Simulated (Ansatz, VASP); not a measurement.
# One calculation of ZnSe3, two programs

```
Zn Se
1.0
     0.00000    3.96024    3.96024
     3.96024    0.00000    3.96024
     3.96024    3.96024    0.00000
Zn Se
1 3
Direct
  0.50000 0.50000 0.50000
  0.00000 0.00000 0.00000
  0.25000 0.25000 0.25000
  0.75000 0.75000 0.75000
```

Change from the starting cell: species swapped into the Mg3Al type (Fm-3m, No. 225).

Alike in both runs: task relaxation of cell and atoms; functional PBE; k mesh 4 × 4 × 4; occupations gaussian, width 0.1 eV; no spin polarisation.

|  | VASP | Ansatz |
| --- | --- | --- |
| version | VASP 6.6.1 | Ansatz 0.2.0 |
| potentials or method | VASP PAW PBE potentials, release 64 (Zn, Se), cutoff 500 eV | scalar-relativistic, plane waves, PAW |
| valence electrons in the cell | 30 | 60 |

VASP gave:

```
gap on the k mesh at the Fermi level, each at its own relaxed structure (eV) : none
relaxed volume (Å³/atom)                                                     : 19.60
relaxed cell length with the largest relative difference (Å)                 : 4.804
```

Problem. Estimate Ansatz's values.

Solution. gap on the k mesh at the Fermi level, each at its own relaxed structure (eV): none; relaxed volume (Å³/atom): 19.63; relaxed cell length with the largest relative difference (Å): 4.807.

A gap of «none» marks a metal or a gap that the smearing closes. VASP's potentials hold 30 valence electrons a cell and Ansatz's 60, so a difference there can come from the potentials and not from the codes.

Noted on VASP's run: the volume moved by over 15 % at a fixed basis, so the end points are rough.
